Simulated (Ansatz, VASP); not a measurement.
## One calculation of MgO, two programs

```
Mg O
1.0
     0.00000    2.10665    2.10665
     2.10665    0.00000    2.10665
     2.10665    2.10665    0.00000
Mg O
1 1
Cartesian
  0.0000 0.0000 0.0000
  2.1067 2.1067 2.1067
```

Alike in both runs: task single point; functional PBE; k mesh 10 × 10 × 10; occupations gaussian, width 0.1 eV; no spin polarisation.

|  | VASP | Ansatz |
| --- | --- | --- |
| version | VASP 6.6.1 | Ansatz 0.2.0 |
| potentials or method | VASP PAW PBE potentials, release 64 (Mg, O), cutoff 600 eV | PAW, plane waves, scalar-relativistic |
| valence electrons in the cell | 8 | 16 |

```tsv
	VASP	Ansatz	Ansatz less VASP
pressure (GPa)	3.5	4.5	+0.99
```

With one functional, cell and mesh, what is left measures potentials, basis and numerics. VASP's potentials hold 8 valence electrons a cell and Ansatz's 16, so a difference there can come from the potentials and not from the codes.
